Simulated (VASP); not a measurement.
# Au (Fm-3m) in VASP: single point with PBEsol

Aim: the single point of Au with PBEsol.

Program: VASP 6.6.1. These are calculated values, not measurements. Logs are shortened: lines on timing, memory, paths and dates and some standing lists are left out, and cuts for length are marked.

## (1) The cell of the first run

The structure is cubic, space group Fm-3m (No. 225). Conventional cell: a = 4.118 Å, b = 4.118 Å, c = 4.118 Å, α = 90.00°, β = 90.00°, γ = 90.00°. Au (site symmetry m-3m) has 12 Au at 2.91 Å within 3.8 Å.

## (2) Single point, PBEsol, non-collinear spin, zero start, spin-orbit coupling (17.46 Å³/atom)

The input, INCAR:

```
SYSTEM = Au
PREC = Accurate
ENCUT = 520
EDIFF = 1E-7
ISMEAR = 0
SIGMA = 0.05
LREAL = .False.
LASPH = .True.
NELM = 150
ALGO = Normal
ISIF = 2
LWAVE = .False.
LCHARG = .False.
MAGMOM = 0 0 0
LORBIT = 11
LSORBIT = .True.
GGA_COMPAT = .False.
LORBMOM = .True.
LMAXMIX = 4
GGA = PS
NBANDS = 22
```

The input, KPOINTS:

```
regular mesh
0
Gamma
  22 22 22
  0 0 0
```

The input, POSCAR:

```
Au
1.0
    0.0000000000      2.0591894318      2.0591894318
    2.0591894318      0.0000000000      2.0591894318
    2.0591894318      2.0591894318      0.0000000000
Au
1
Direct
    0.0000000000      0.0000000000      0.0000000000
```

Potentials or basis: VASP PAW PBE potentials, release 64 (Au).

On the command line:

```
$ cat potpaw_PBE.64/Au/POTCAR > POTCAR
$ mpirun -np 1 vasp_ncl > vasp.out
```

OUTCAR:

```text
SYSTEM = Au
   PREC = Accurate
   ENCUT = 520
   EDIFF = 1E-7
   ISMEAR = 0
   LREAL = .False.
   LASPH = .True.
   NELM = 150
   ISIF = 2
   LORBIT = 11
   LSORBIT = .True.
   GGA = PS

 ion  position               nearest neighbor table
   1  0.000  0.000  0.000-

  LATTYP: Found a face centered cubic cell.
 ALAT       =     4.1183788636

  Lattice vectors:

 A1 = (   0.0000000000,   2.0591894318,   2.0591894318)
 A2 = (   2.0591894318,   0.0000000000,   2.0591894318)
 A3 = (   2.0591894318,   2.0591894318,   0.0000000000)

Analysis of symmetry for initial positions (statically):
=====================================================================
 Subroutine PRICEL returns:
 Original cell was already a primitive cell.

 Routine SETGRP: Setting up the symmetry group for a
 face centered cubic supercell.

 Subroutine GETGRP returns: Found 48 space group operations
 (whereof 48 operations were pure point group operations)
 out of a pool of 48 trial point group operations.

The static configuration has the point symmetry O_h .

Analysis of symmetry for dynamics (positions and initial velocities):
=====================================================================
 Subroutine PRICEL returns:
 Original cell was already a primitive cell.

 Routine SETGRP: Setting up the symmetry group for a
 face centered cubic supercell.

 Subroutine GETGRP returns: Found 48 space group operations
 (whereof 48 operations were pure point group operations)
 out of a pool of 48 trial point group operations.

The dynamic configuration has the point symmetry O_h .

Analysis of structural, dynamic, and magnetic symmetry:
=====================================================================
 Subroutine PRICEL returns:
 Original cell was already a primitive cell.

 Routine SETGRP: Setting up the symmetry group for a
 face centered cubic supercell.

 Subroutine GETGRP returns: Found 48 space group operations
 (whereof 48 operations were pure point group operations)
 out of a pool of 48 trial point group operations.

The overall configuration has the point symmetry O_h .

 Subroutine INISYM returns: Found 48 space group operations
 (whereof 48 operations are pure point group operations),
 and found     1 'primitive' translations

----------------------------------------------------------------------------------------

                                     Primitive cell

[... 149 lines left out ...]
      1      -0.7897      1.00000
      2      -0.7897      1.00000
      3       3.6867      1.00000
      4       3.6867      1.00000
      5       3.6867      1.00000
      6       3.6867      1.00000
[... 589 lines left out ...]
     21      33.1145      0.00000
     22      33.1145      0.00000

 [... further k-points ...]

------------------------ aborting loop because EDIFF is reached ----------------------------------------

  FORCE on cell =-STRESS in cart. coord.  units (eV):
  Direction    XX          YY          ZZ          XY          YZ          ZX
  --------------------------------------------------------------------------------------
  -------------------------------------------------------------------------------------
  Total       -0.6117647     -0.6117647     -0.6117647     -0.0000000      0.0000000     -0.0000000
  in kB      -56.1275512    -56.1275512    -56.1275512     -0.0000000      0.0000000     -0.0000000
  external PRESSURE =     -56.1275512 kB  Pullay stress =       0.0000000 kB

 VOLUME and BASIS-vectors are now :
 -----------------------------------------------------------------------------
  energy-cutoff  :      520.00
  volume of cell :       17.46
      direct lattice vectors                 reciprocal lattice vectors
     0.000000000  2.059189432  2.059189432    -0.242813989  0.242813989  0.242813989
     2.059189432  0.000000000  2.059189432     0.242813989 -0.242813989  0.242813989
     2.059189432  2.059189432  0.000000000     0.242813989  0.242813989 -0.242813989

 POSITION                                       TOTAL-FORCE (eV/Angst)
 -----------------------------------------------------------------------------------
      0.00000      0.00000      0.00000         0.000000      0.000000     -0.000000
 -----------------------------------------------------------------------------------
    total drift:                               -0.000000      0.000000     -0.000000

  FREE ENERGIE OF THE ION-ELECTRON SYSTEM (eV)
  ---------------------------------------------------
  free  energy   TOTEN  =        -4.2086497804 eV

  energy  without entropy=       -4.2082466357  energy(sigma->0) =       -4.20844821

 orbital moment (x)

 # of ion     p       d       tot
 ----------------------------------------
  1         0.000   0.000   0.000
 ----------------------------------------
            0.000   0.000   0.000

 orbital moment (y)

 # of ion     p       d       tot
 ----------------------------------------
  1         0.000  -0.000  -0.000
 ----------------------------------------
            0.000  -0.000  -0.000

 orbital moment (z)

 # of ion     p       d       tot
 ----------------------------------------
  1         0.000   0.000   0.000
 ----------------------------------------
            0.000   0.000   0.000

 Spin-Orbit-Coupling matrix elements

 Ion:    1  E_soc:     -0.5852181
 l=   1
     0.0000000    -0.0256489    -0.0256489
    -0.0256489     0.0000000    -0.0256489
    -0.0256489    -0.0256489     0.0000000
 l=   2
     0.0000000    -0.0156784     0.0000000    -0.0156784    -0.0562090
    -0.0156784     0.0000000    -0.0421568    -0.0156784    -0.0140523
     0.0000000    -0.0421568     0.0000000    -0.0421568     0.0000000
    -0.0156784    -0.0156784    -0.0421568     0.0000000    -0.0140523
    -0.0562090    -0.0140523     0.0000000    -0.0140523     0.0000000
 l=   3
     0.0000000     0.0000000     0.0000000     0.0000000     0.0000000     0.0000000     0.0000000
     0.0000000     0.0000000     0.0000000     0.0000000     0.0000000     0.0000000     0.0000000
     0.0000000     0.0000000     0.0000000     0.0000000     0.0000000     0.0000000     0.0000000
     0.0000000     0.0000000     0.0000000     0.0000000     0.0000000     0.0000000     0.0000000
     0.0000000     0.0000000     0.0000000     0.0000000     0.0000000     0.0000000     0.0000000
     0.0000000     0.0000000     0.0000000     0.0000000     0.0000000     0.0000000     0.0000000
     0.0000000     0.0000000     0.0000000     0.0000000     0.0000000     0.0000000     0.0000000

 total charge

# of ion       s       p       d       tot
------------------------------------------
    1        0.529   0.355   8.723   9.607

 magnetization (x)

# of ion       s       p       d       tot
------------------------------------------
    1       -0.000  -0.000   0.000   0.000

 magnetization (y)

# of ion       s       p       d       tot
------------------------------------------
    1       -0.000  -0.000   0.000   0.000

 magnetization (z)

# of ion       s       p       d       tot
------------------------------------------
    1        0.000   0.000   0.000   0.000
```

stdout:

```text
POSCAR found type information on POSCAR Au
 POSCAR found :  1 types and       1 ions
 scaLAPACK will be used
 -----------------------------------------------------------------------------
|                                                                             |
|                                                                             |
|     You enforced a specific xc type in the INCAR file but a different       |
|     I HOPE YOU KNOW WHAT YOU ARE DOING!                                     |
|                                                                             |
 -----------------------------------------------------------------------------

 LDA part: xc-table for (Slater+PW92), standard interpolation
 POSCAR, INCAR and KPOINTS ok, starting setup
 FFT: planning ... GRIDC
 FFT: planning ... GRID_SOFT
 FFT: planning ... GRID
 WAVECAR not read
 entering main loop
```

Run time: 5.1 min. Hardware: 1 thread of Intel Xeon 8259CL, shared host; peak memory 0.33 GiB.

Results:

```
Free energy                                           : -4.2086 eV
Pressure                                              : -5.6 GPa
Net moment                                            : 0.00 μB per cell
Valence electrons inside the program's atomic spheres : Au 9.61
```

Moments on the atoms (μB; x, y, z):
```
Au  0.00 0.00 0.00
```

Caveat: the cell stands under tension; the PAW data sets were made with another functional, which shifts forces and pressure a little.
